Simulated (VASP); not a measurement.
# Ni (I4/mmm) in VASP: single point with PBEsol

Aim: the single point of Ni with PBEsol.

Program: VASP 6.6.1. These are calculated values, not measurements. Logs are shortened: lines on timing, memory, paths and dates and some standing lists are left out, and cuts for length are marked.

## Step 1: The cell of the first run

It takes space group I4/mmm (No. 139, tetragonal). The conventional cell has a = 2.500 Å, b = 2.500 Å, c = 3.394 Å, α = 90.00°, β = 90.00°, γ = 90.00°. Within 3.2 Å of Ni (site symmetry 4/mmm) lie 12 Ni at 2.45 to 2.50 Å.

## Step 2: Single point, PBEsol, collinear spin, ferromagnetic start (strain +0.000 along x and y, -0.040 along z)

The input, INCAR:

```
SYSTEM = Ni
  PREC = Accurate
  ENCUT = 520
  EDIFF = 1E-6
  ISMEAR = 0
  SIGMA = 0.15
  LREAL = .False.
  LASPH = .True.
  NELM = 150
  ALGO = Normal
  ISIF = 2
  LWAVE = .False.
  LCHARG = .True.
  ISPIN = 2
  MAGMOM = 0.81
  LORBIT = 11
  LMAXMIX = 4
  GGA = PS
  LELF = .True.
  LVHAR = .True.
  NBANDS = 15
```

The input, KPOINTS:

```
regular mesh
0
Gamma
  22 22 22
  0 0 0
```

The input, POSCAR:

```
Ni
1.0
    0.0000000000      1.7679500000      1.6972320000
    1.7679500000      0.0000000000      1.6972320000
    1.7679500000      1.7679500000      0.0000000000
Ni
1
Direct
    0.0000000000      0.0000000000      0.0000000000
```

Potentials or basis: VASP PAW PBE potentials, release 64 (Ni).

Run with:

```console
> cat potpaw_PBE.64/Ni/POTCAR > POTCAR
> mpirun -np 1 vasp_std > vasp.out
```

OUTCAR:

```text
SYSTEM = Ni
   PREC = Accurate
   ENCUT = 520
   EDIFF = 1E-6
   ISMEAR = 0
   LREAL = .False.
   LASPH = .True.
   NELM = 150
   ISIF = 2
   ISPIN = 2
   LORBIT = 11
   GGA = PS

 ion  position               nearest neighbor table
   1  0.000  0.000  0.000-

  LATTYP: Found a body centered tetragonal cell.
 ALAT       =     2.5002588676
 C/A-ratio  =     1.3576450199

  Lattice vectors:

 A1 = (   0.0000000000,  -1.7679500000,  -1.6972320000)
 A2 = (   0.0000000000,   1.7679500000,  -1.6972320000)
 A3 = (   1.7679500000,   0.0000000000,   1.6972320000)

Analysis of symmetry for initial positions (statically):
=====================================================================
 Subroutine PRICEL returns:
 Original cell was already a primitive cell.

 Routine SETGRP: Setting up the symmetry group for a
 body centered tetragonal supercell.

 Subroutine GETGRP returns: Found 16 space group operations
 (whereof 16 operations were pure point group operations)
 out of a pool of 16 trial point group operations.

The static configuration has the point symmetry D_4h.

Analysis of symmetry for dynamics (positions and initial velocities):
=====================================================================
 Subroutine PRICEL returns:
 Original cell was already a primitive cell.

 Routine SETGRP: Setting up the symmetry group for a
 body centered tetragonal supercell.

 Subroutine GETGRP returns: Found 16 space group operations
 (whereof 16 operations were pure point group operations)
 out of a pool of 16 trial point group operations.

The dynamic configuration has the point symmetry D_4h.

Analysis of structural, dynamic, and magnetic symmetry:
=====================================================================
 Subroutine PRICEL returns:
 Original cell was already a primitive cell.

 Routine SETGRP: Setting up the symmetry group for a
 body centered tetragonal supercell.

 Subroutine GETGRP returns: Found 16 space group operations
 (whereof 16 operations were pure point group operations)
 out of a pool of 16 trial point group operations.

The overall configuration has the point symmetry D_4h.

 Subroutine INISYM returns: Found 16 space group operations
 (whereof 16 operations are pure point group operations),
 and found     1 'primitive' translations

----------------------------------------------------------------------------------------

                                     Primitive cell

  volume of cell :      10.6099

  direct lattice vectors                    reciprocal lattice vectors
     0.000000000  1.767950000  1.697232000    -0.282813428  0.282813428  0.294597321
     1.767950000  0.000000000  1.697232000     0.282813428 -0.282813428  0.294597321
     1.767950000  1.767950000  0.000000000     0.282813428  0.282813428 -0.294597321

  length of vectors
     2.450763894  2.450763894  2.500258868     0.496743849  0.496743849  0.496743849

  position of ions in fractional coordinates (direct lattice)
     0.000000000  0.000000000  0.000000000

  ion indices of the primitive-cell ions
   primitive index   ion index
                 1           1

----------------------------------------------------------------------------------------

 KPOINTS: regular mesh

Automatic generation of k-mesh.
 Grid dimensions read from file:
 generate k-points for:   22   22   22

 Generating k-lattice:

  Cartesian coordinates                     Fractional coordinates (reciprocal lattice)
    -0.012855156  0.012855156  0.013390787     0.045454545  0.000000000  0.000000000
     0.012855156 -0.012855156  0.013390787     0.000000000  0.045454545  0.000000000
     0.012855156  0.012855156 -0.013390787    -0.000000000 -0.000000000  0.045454545

  Length of vectors
     0.022579266  0.022579266  0.022579266

  Shift w.r.t. Gamma in fractional coordinates (k-lattice)
     0.000000000  0.000000000  0.000000000

 Subroutine IBZKPT returns following result:
 ===========================================

 Found    834 irreducible k-points:

 Following reciprocal coordinates:
            Coordinates               Weight
  0.000000  0.000000  0.000000      1.000000
  0.045455 -0.000000  0.000000      8.000000
  0.090909 -0.000000  0.000000      8.000000
  0.136364  0.000000  0.000000      8.000000
  0.181818  0.000000  0.000000      8.000000
  0.227273  0.000000  0.000000      8.000000
[... 16 lines left out ...]
  0.500000  0.045455  0.000000      8.000000
 -0.454545  0.045455  0.000000      8.000000
 [... further k-points ...]
   k-points           NKPTS =    834   k-points in BZ     NKDIM =    834   number of bands    NBANDS=     15
   number of dos      NEDOS =    301   number of ions     NIONS =      1
   total plane-waves  NPLWV =   6480
   dimension x,y,z NGX =    18 NGY =   18 NGZ =   20
   dimension x,y,z NGXF=    36 NGYF=   36 NGZF=   40
   ions per type =               1
   NGX,Y,Z   is equivalent  to a cutoff of  12.21, 12.21, 13.30 a.u.
   NGXF,Y,Z  is equivalent  to a cutoff of  24.42, 24.42, 26.60 a.u.
 SYSTEM =  Ni
   PREC   = accura    normal or accurate (medium, high low for compatibility)
   ISTART =      0    job   : 0-new  1-cont  2-samecut
   ICHARG =      2    charge: 1-file 2-atom 10-const
   ISPIN  =      2    spin polarized calculation?
   LNONCOLLINEAR =      F non collinear calculations
   LSORBIT =      F    spin-orbit coupling
   LASPH  =      T    aspherical Exc in radial PAW
   ENCUT  =  520.0 eV  38.22 Ry    6.18 a.u.   4.56  4.56  4.65*2*pi/ulx,y,z
   NELM   =    150;   NELMIN=  2; NELMDL= -5     # of ELM steps
   EDIFF  = 0.1E-05   stopping-criterion for ELM
   LREAL  =      F    real-space projection
   EDIFFG = 0.1E-04   stopping-criterion for IOM
   NSW    =      0    number of steps for IOM
   IBRION =     -1    ionic relax: 0-MD 1-quasi-New 2-CG
   NFREE  =      0    steps in history (QN), initial steepest desc. (CG)
   ISIF   =      2    stress and relaxation
   ISYM   =      2    0-nonsym 1-usesym 2-fastsym
   POTIM  = 0.5000    time-step for ionic-motion
   TEBEG  =    0.0;   TEEND  =   0.0 temperature during run
   PSTRESS=    0.0 pullay stress
   NELECT =      10.0000    total number of electrons
   NUPDOWN=      -1.0000    fix difference up-down
   EMIN   =  10.00;   EMAX   =-10.00  energy-range for DOS
   EFERMI =   0.00;   METHOD = LEGACY
   ISMEAR =     0;   SIGMA  =   0.15  broadening in eV -4-tet -1-fermi 0-gaus
   EFERMI_NEDOS =   21; number of points for ismear=-14 and -15
   IALGO  =     38    algorithm
   IMIX   =      4    mixing-type and parameters
     AMIX     =   0.40;   BMIX     =  1.00
     AMIX_MAG =   1.60;   BMIX_MAG =  1.00
  volume/ion in A,a.u.               =      10.61        71.60
  Fermi-wavevector in a.u.,A,eV,Ry     =   1.605109  3.033216 35.053695  2.576374
  Thomas-Fermi vector in A             =   2.701507
   LORBIT       =     11    0 simple, 1 ext, 2 COOP (PROOUT), +10 PAW based schemes
   GGA     = PS    functional components
   LHFCALC =     F    Hartree Fock is set to
   AEXX    =    0.0000 exact exchange contribution
   IVDW    =     0    specifies the selected vdW correction
   LEPSILON=     F    determine dielectric tensor
   LRPA    =     F    only Hartree local field effects (RPA)
 spin polarized calculation
 Gauss-broadening in eV      SIGMA  =   0.15
  energy-cutoff  :      520.00
  volume of cell :       10.61
 maximum number of plane-waves:       302
   NGX =  9   NGY =  9   NGZ =  9

 number of electron      10.0000003 magnetization       0.6233725

 Free energy of the ion-electron system (eV)
  ---------------------------------------------------
  ext. energy  EPLUGINS =         0.00000000
  ---------------------------------------------------
  free energy    TOTEN  =        -6.13712416 eV

  energy without entropy =       -6.11732447  energy(sigma->0) =       -6.12722432

 E-fermi :   9.5412     XC(G=0): -13.5847

 val. band max:        9.5408947984   @ k =   0.3636   0.1364   0.0000
 cond. band min:       9.5435104370   @ k =   0.3636   0.0000   0.2273
 fundamental gap:      0.0026156386
 Fermi energy:         9.5411688887

 spin component 1

 k-point     1 :       0.0000    0.0000    0.0000
  band No.  band energies     occupation
      1       0.3110      1.00000
      2       6.9821      1.00000
      3       6.9821      1.00000
      4       7.2318      1.00000
      5       8.1258      1.00000
      6       8.4004      1.00000
      7      33.4924      0.00000
      8      37.3403      0.00000
      9      37.3403      0.00000
     10      37.8347      0.00000
     11      40.3515      0.00000
     12      40.6043      0.00000
     13      40.6043      0.00000
     14      43.3908      0.00000
     15      48.8552      0.00000

 k-point     2 :       0.0455   -0.0000    0.0000
  band No.  band energies     occupation
      1       0.3936      1.00000
      2       6.9746      1.00000
      3       7.0012      1.00000
      4       7.2358      1.00000
      5       8.1196      1.00000
      6       8.3901      1.00000
      7      33.2656      0.00000
      8      36.2635      0.00000
      9      37.1413      0.00000
     10      37.4881      0.00000
     11      40.7190      0.00000
     12      40.8794      0.00000
     13      41.3416      0.00000
     14      44.0398      0.00000
     15      47.9646      0.00000
[... 365 lines left out ...]
      3       7.1724      1.00000
      4       8.3926      1.00000
      5       9.0175      1.00000
      6       9.7181      0.04762
      7      15.4437      0.00000
      8      31.5573      0.00000
      9      33.1895      0.00000
     10      34.6070      0.00000
     11      37.6881      0.00000
     12      38.8234      0.00000
     13      44.5684      0.00000
     14      54.1785      0.00000
     15      55.7518      0.00000

 k-point    24 :      -0.4545    0.0455    0.0000
  band No.  band energies     occupation
      1       4.5916      1.00000
      2       6.9667      1.00000
      3       7.1754      1.00000
      4       8.3718      1.00000
      5       8.9722      1.00000
      6       9.6157      0.24118
      7      15.6658      0.00000
      8      31.6218      0.00000
      9      33.6262      0.00000
     10      34.1476      0.00000
     11      37.3790      0.00000
     12      39.0901      0.00000
     13      44.7046      0.00000
     14      54.8930      0.00000
     15      55.6699      0.00000

 [... further k-points ...]

 spin component 2

 k-point     1 :       0.0000    0.0000    0.0000
  band No.  band energies     occupation
      1       0.3019      1.00000
      2       7.7005      1.00000
      3       7.7005      1.00000
      4       7.9460      1.00000
      5       8.7417      1.00000
      6       9.0079      1.00000
      7      33.3836      0.00000
      8      37.3304      0.00000
      9      37.3304      0.00000
     10      37.8581      0.00000
     11      40.4530      0.00000
     12      40.7356      0.00000
     13      40.7356      0.00000
     14      43.3024      0.00000
     15      49.0556      0.00000

 k-point     2 :       0.0455   -0.0000    0.0000
  band No.  band energies     occupation
      1       0.3846      1.00000
      2       7.6913      1.00000
      3       7.7203      1.00000
      4       7.9498      1.00000
      5       8.7350      1.00000
      6       8.9970      1.00000
      7      33.1790      0.00000
      8      36.2748      0.00000
      9      37.1488      0.00000
     10      37.5191      0.00000
     11      40.8057      0.00000
     12      40.9902      0.00000
     13      41.4091      0.00000
     14      43.9832      0.00000
     15      48.1456      0.00000
[... 365 lines left out ...]
      3       7.7700      1.00000
      4       8.7431      1.00000
      5       9.7663      0.01690
      6      10.0922      0.00000
      7      15.8548      0.00000
      8      31.4751      0.00000
      9      33.2874      0.00000
     10      34.6963      0.00000
     11      37.7681      0.00000
     12      38.8813      0.00000
     13      44.7152      0.00000
     14      54.5272      0.00000
     15      56.9627      0.00000

 k-point    24 :      -0.4545    0.0455    0.0000
  band No.  band energies     occupation
      1       5.0018      1.00000
      2       7.5869      1.00000
      3       7.7714      1.00000
      4       8.6965      1.00000
      5       9.7192      0.04660
      6      10.0442      0.00000
      7      16.0598      0.00000
      8      31.5372      0.00000
      9      33.7244      0.00000
     10      34.2386      0.00000
     11      37.4611      0.00000
     12      39.1505      0.00000
     13      44.8461      0.00000
     14      55.7533      0.00000
     15      55.8160      0.00000

 [... further k-points ...]

------------------------ aborting loop because EDIFF is reached ----------------------------------------

  FORCE on cell =-STRESS in cart. coord.  units (eV):
  Direction    XX          YY          ZZ          XY          YZ          ZX
  --------------------------------------------------------------------------------------
  -------------------------------------------------------------------------------------
  Total       -0.3982346     -0.3982346     -0.1040896      0.0000000     -0.0000000      0.0000000
  in kB      -60.1365380    -60.1365380    -15.7183475      0.0000000     -0.0000000      0.0000000
  external PRESSURE =     -45.3304745 kB  Pullay stress =       0.0000000 kB

 VOLUME and BASIS-vectors are now :
 -----------------------------------------------------------------------------
  energy-cutoff  :      520.00
  volume of cell :       10.61
      direct lattice vectors                 reciprocal lattice vectors
     0.000000000  1.767950000  1.697232000    -0.282813428  0.282813428  0.294597321
     1.767950000  0.000000000  1.697232000     0.282813428 -0.282813428  0.294597321
     1.767950000  1.767950000  0.000000000     0.282813428  0.282813428 -0.294597321

 POSITION                                       TOTAL-FORCE (eV/Angst)
 -----------------------------------------------------------------------------------
      0.00000      0.00000      0.00000         0.000000     -0.000000      0.000000
 -----------------------------------------------------------------------------------
    total drift:                                0.000000     -0.000000      0.000000

  FREE ENERGIE OF THE ION-ELECTRON SYSTEM (eV)
  ---------------------------------------------------
  free  energy   TOTEN  =        -6.1371241613 eV

  energy  without entropy=       -6.1173244738  energy(sigma->0) =       -6.12722432

 total charge

# of ion       s       p       d       tot
------------------------------------------
    1        0.511   0.525   8.323   9.359

 magnetization (x)

# of ion       s       p       d       tot
------------------------------------------
    1       -0.006  -0.023   0.660   0.631
```

Run time: 3 min. Hardware: 1 thread of AMD EPYC 9R45 (Zen 5), shared host; peak memory 0.26 GiB.

Results:

- Free energy: -6.1371 eV
- Pressure: -4.5 GPa
- Net moment: 0.62 μB per cell
- Site moments: Ni +0.63 μB
- Valence electrons inside the program's atomic spheres: Ni 9.36

Stress tensor (GPa, compression positive):
```
-6.01  0.00  0.00
 0.00 -6.01  0.00
 0.00  0.00 -1.57
```

Caveat: the cell differs from its parent crystal (strain +0.000 along x and y, -0.040 along z); the cell stands under tension; the PAW data sets were made with another functional, which shifts forces and pressure a little.
